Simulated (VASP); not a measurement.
# GaP (R-3m) in VASP: further runs, part 2 of 2

VASP 6.6.1. Earlier steps stand in the parts before.

### Step 3. Single point, PBEsol

This run uses another cell than the first one, of 19.34 Å³/atom, 1.045 times its volume.

File INCAR:

```
PREC = Accurate
ENCUT = 520
EDIFF = 1E-6
ISMEAR = 0
SIGMA = 0.01
LREAL = False
LASPH = True
NELM = 60
ALGO = Normal
ISIF = 2
LWAVE = False
LCHARG = False
GGA = PS
NBANDS = 26
```

File KPOINTS:

```
Automatic mesh
0
Gamma
  6 6 6
```

File POSCAR:

```
GaP
1.0
    1.8897546782      1.0910501453      6.2545339495
   -1.8897546782      1.0910501453      6.2545339495
    0.0000000000     -2.1821012631      6.2545339495
Ga P
2 2
Direct
    0.4353720000      0.4353720000      0.4353720000
    0.5646280000      0.5646280000      0.5646280000
    0.0573890000      0.0573890000      0.0573890000
    0.9426110000      0.9426110000      0.9426110000
```

Potentials or basis: VASP PAW PBE potentials, release 64 (Ga_d, P).

On the command line:

```sh
$ cat potpaw_PBE.64/Ga_d/POTCAR potpaw_PBE.64/P/POTCAR > POTCAR
$ mpirun -np 1 vasp_std > vasp.out
```

Wall time 90 s (1 thread of Intel Xeon 6975P-C (Granite Rapids), shared host); peak memory 0.36 GiB.

Results (log left out):

```yaml
Free_energy: -19.2737 eV
Pressure: 3.9 GPa
Largest_force: 0.337 eV/Å
Band_gap_on_the_k_mesh: 0.71 eV, indirect (least direct gap 1.17 eV)
```

Forces on the atoms (eV/Å):
```
Ga   0.000  0.000  0.152
Ga   0.000  0.000 -0.152
P    0.000  0.000  0.337
P    0.000  0.000 -0.337
```

Stress tensor (GPa, compression positive):
```
3.38 0.00 0.00
0.00 3.38 0.00
0.00 0.00 4.89
```

Levels at points of the mesh, in eV from the valence-band top:
| k point | band 15 | band 16 | band 17 | band 18 | band 19 | band 20 | band 21 | band 22 |
| --- | --- | --- | --- | --- | --- | --- | --- | --- |
| (0.00, 0.00, 0.00) | -1.97 | -0.27 | 0.00 | 0.00 | 1.17 | 2.12 | 2.79 | 3.63 |
| (0.50, 0.00, 0.00) | -4.88 | -3.13 | -2.97 | -1.96 | 1.45 | 2.57 | 3.80 | 4.44 |
| (0.50, 0.50, 0.00) | -4.12 | -3.43 | -1.35 | -0.60 | 0.71 | 1.20 | 1.60 | 3.96 |
| (0.50, 0.50, 0.50) | -1.87 | -1.87 | -0.29 | -0.29 | 1.21 | 2.58 | 3.79 | 3.79 |

Caveat: the PAW data sets were made with another functional, which shifts forces and pressure a little. PBEsol gaps usually lie below the measured ones, often by a third to a half.

### Step 4. Single point, PBEsol

This run uses another cell than the first one, of 20.18 Å³/atom, 1.091 times its volume.

File INCAR:

```
SYSTEM = GaP
PREC = Accurate ; ENCUT = 520
EDIFF = 1E-7 ; ISMEAR = 0
SIGMA = 0.01 ; LREAL = .False.
LASPH = .True. ; NELM = 60
ALGO = Normal ; ISIF = 2
LWAVE = .False. ; LCHARG = .False.
GGA = PS ; NBANDS = 26
```

File KPOINTS:

```
Automatic mesh
0
Gamma
  6 6 6
  0 0 0
```

File POSCAR:

```
GaP
1.0
    1.9167548214      1.1066386820      6.3438965079
   -1.9167548214      1.1066386820      6.3438965079
    0.0000000000     -2.2132783505      6.3438965079
Ga P
2 2
Direct
    0.4353720000      0.4353720000      0.4353720000
    0.5646280000      0.5646280000      0.5646280000
    0.0573890000      0.0573890000      0.0573890000
    0.9426110000      0.9426110000      0.9426110000
```

On the command line:

```sh
$ cat potpaw_PBE.64/Ga_d/POTCAR potpaw_PBE.64/P/POTCAR > POTCAR
$ mpirun -np 1 vasp_std > vasp.out
```

Run time: 100 s. Hardware: 1 thread of Intel Xeon 6975P-C (Granite Rapids), shared host; peak memory 0.36 GiB.

It converged, with:

| Property | Result |
| --- | --- |
| Free energy | -19.3148 eV |
| Pressure | 0.1 GPa |
| Largest force | 0.204 eV/Å |
| Band gap on the k mesh | 0.74 eV, indirect (least direct gap 1.08 eV) |

Forces in eV/Å, atoms in the order of the input:
```
Ga   0.000  0.000  0.095
Ga   0.000  0.000 -0.095
P    0.000  0.000  0.204
P    0.000  0.000 -0.204
```

Stress tensor (GPa, compression positive):
```
-0.14  0.00  0.00
 0.00 -0.14  0.00
 0.00  0.00  0.70
```

Levels at points of the mesh, in eV from the valence-band top:
| k point | band 15 | band 16 | band 17 | band 18 | band 19 | band 20 | band 21 | band 22 |
| --- | --- | --- | --- | --- | --- | --- | --- | --- |
| (0.00, 0.00, 0.00) | -1.88 | -0.26 | 0.00 | 0.00 | 1.08 | 1.79 | 2.73 | 3.63 |
| (0.50, 0.00, 0.00) | -4.68 | -2.98 | -2.83 | -1.85 | 1.50 | 2.60 | 3.69 | 4.41 |
| (0.50, 0.50, 0.00) | -3.96 | -3.27 | -1.28 | -0.55 | 0.74 | 1.29 | 1.52 | 3.96 |
| (0.50, 0.50, 0.50) | -1.79 | -1.79 | -0.27 | -0.27 | 1.12 | 2.43 | 3.80 | 3.80 |

Caveat: the PAW data sets were made with another functional, which shifts forces and pressure a little. A k mesh can miss the band edges.

### Step 5. Single point, PBEsol

This run uses another cell than the first one, of 21.03 Å³/atom, 1.136 times its volume.

File INCAR:

```
  PREC = Accurate
  ENCUT = 520
  EDIFF = 1E-6
  ISMEAR = 0
  SIGMA = 0.01
  LREAL = F
  LASPH = T
  NELM = 100
  ALGO = Normal
  ISIF = 2
  LWAVE = F
  LCHARG = T
  GGA = PS
  LELF = T
  LVHAR = T
  NBANDS = 26
```

File KPOINTS:

```
Automatic mesh
0
Gamma
  6 6 6
```

File POSCAR:

```
GaP
1.0
    1.9430150000      1.1218000000      6.4308100000
   -1.9430150000      1.1218000000      6.4308100000
    0.0000000000     -2.2436010000      6.4308100000
Ga P
2 2
Direct
    0.4353720000      0.4353720000      0.4353720000
    0.5646280000      0.5646280000      0.5646280000
    0.0573890000      0.0573890000      0.0573890000
    0.9426110000      0.9426110000      0.9426110000
```

On the command line:

```sh
$ cat potpaw_PBE.64/Ga_d/POTCAR potpaw_PBE.64/P/POTCAR > POTCAR
$ mpirun -np 1 vasp_std > vasp.out
```

Wall time 2.3 min (1 thread of Intel Xeon 6975P-C (Granite Rapids), shared host); peak memory 0.4 GiB.

The run converged. Its results:

| Item | Value |
| --- | --- |
| Free energy | -19.2856 eV |
| Pressure | -2.8 GPa |
| Largest force | 0.090 eV/Å |
| Band gap on the k mesh | 0.74 eV, indirect (least direct gap 1.02 eV) |

Forces on the atoms (eV/Å):
```
Ga   0.000  0.000  0.041
Ga   0.000  0.000 -0.041
P    0.000  0.000  0.090
P    0.000  0.000 -0.090
```

Stress tensor (GPa, compression positive):
```
-2.93  0.00  0.00
 0.00 -2.93  0.00
 0.00  0.00 -2.67
```

Levels at points of the mesh, in eV from the valence-band top:
| k point | band 14 | band 15 | band 16 | band 17 | band 18 | band 19 | band 20 | band 21 | band 22 | band 23 |
| --- | --- | --- | --- | --- | --- | --- | --- | --- | --- | --- |
| (0.00, 0.00, 0.00) | -1.80 | -1.80 | -0.26 | 0.00 | 0.00 | 1.02 | 1.45 | 2.70 | 3.62 | 3.62 |
| (0.50, 0.00, 0.00) | -5.59 | -4.49 | -2.85 | -2.71 | -1.75 | 1.52 | 2.62 | 3.57 | 4.39 | 6.18 |
| (0.50, 0.50, 0.00) | -6.78 | -3.80 | -3.11 | -1.22 | -0.51 | 0.74 | 1.38 | 1.45 | 3.96 | 4.07 |
| (0.50, 0.50, 0.50) | -3.75 | -1.71 | -1.71 | -0.25 | -0.25 | 1.03 | 2.29 | 3.80 | 3.80 | 4.97 |

Caveat: the PAW data sets were made with another functional, which shifts forces and pressure a little. A k mesh can miss the band edges.

### Step 6. Single point, PBEsol

This run uses another cell than the first one, of 21.87 Å³/atom, 1.182 times its volume.

File INCAR:

```
PREC     = Accurate       # precision mode
ENCUT    = 520            # plane-wave cutoff, eV
EDIFF    = 1E-6           # SCF threshold, eV
ISMEAR   = 0              # smearing method
SIGMA    = 0.01           # smearing width, eV
LREAL    = False          # projectors in reciprocal space
LASPH    = True           # aspherical terms in the spheres
NELM     = 80             # most SCF steps
ALGO     = Normal         # electronic algorithm
ISIF     = 2              # what is computed and relaxed
LWAVE    = False          # write WAVECAR
LCHARG   = False          # write CHGCAR
GGA      = PS             # functional
NBANDS   = 26             # bands
```

KPOINTS is that of step 5.

File POSCAR:

```
GaP
1.0
    1.9685839190      1.1365622192      6.5154356257
   -1.9685839190      1.1365622192      6.5154356257
    0.0000000000     -2.2731254516      6.5154356257
Ga P
2 2
Direct
    0.4353720000      0.4353720000      0.4353720000
    0.5646280000      0.5646280000      0.5646280000
    0.0573890000      0.0573890000      0.0573890000
    0.9426110000      0.9426110000      0.9426110000
```

Potentials or basis: VASP PAW PBE potentials, release 64 (Ga_d, P).

On the command line:

```sh
$ cat potpaw_PBE.64/Ga_d/POTCAR potpaw_PBE.64/P/POTCAR > POTCAR
$ mpirun -np 1 vasp_std > vasp.out
```

Run time: 2 min. Hardware: 1 thread of Intel Xeon 6975P-C (Granite Rapids), shared host; peak memory 0.4 GiB.

Results (log left out):

| Quantity | Value |
| --- | --- |
| Free energy | -19.2005 eV |
| Pressure | -5.2 GPa |
| Largest force | 0.008 eV/Å |
| Band gap on the k mesh | 0.72 eV, indirect (least direct gap 0.95 eV) |

Forces in eV/Å, atoms in the order of the input:
```
Ga   0.000  0.000 -0.008
Ga   0.000  0.000  0.008
P    0.000  0.000 -0.007
P    0.000  0.000  0.007
```

Stress tensor (GPa, compression positive):
```
-5.13  0.00  0.00
 0.00 -5.13  0.00
 0.00  0.00 -5.37
```

Levels at points of the mesh, in eV from the valence-band top:
```
           k point  band 16  band 17  band 18  band 19  band 20  band 21
(0.00, 0.00, 0.00)    -0.29     0.00     0.00     0.98     1.12     2.68
(0.50, 0.00, 0.00)    -2.72    -2.60    -1.66     1.54     2.64     3.46
(0.50, 0.50, 0.00)    -2.98    -1.16    -0.48     0.72     1.39     1.45
(0.50, 0.50, 0.50)    -1.64    -0.24    -0.24     0.93     2.17     3.79
```

Caveat: the PAW data sets were made with another functional, which shifts forces and pressure a little.

### Step 7. Summary

| cell | gap on the mesh (eV) | pressure (GPa) | largest force (eV/Å) |
| --- | --- | --- | --- |
| a = 6.527 Å, angles 33.2°, 4 atoms | 0.67 | 8.6 | 0.50 |
| a = 6.624 Å, angles 33.2°, 4 atoms | 0.71 | 3.9 | 0.34 |
| a = 6.719 Å, angles 33.2°, 4 atoms | 0.74 | 0.1 | 0.20 |
| a = 6.811 Å, angles 33.2°, 4 atoms | 0.74 | -2.8 | 0.09 |
| a = 6.901 Å, angles 33.2°, 4 atoms | 0.72 | -5.2 | 0.01 |

Alike in all rows: task single point; level PBEsol; potentials or basis VASP PAW PBE potentials, release 64 (Ga_d, P); no spin polarisation; k mesh 6 × 6 × 6; cutoff (eV) 520; smearing gaussian 0.01 eV.

Caveats: the PAW data sets were made with another functional, which shifts forces and pressure a little.

Absolute energies hang on the potentials; compare differences alone.
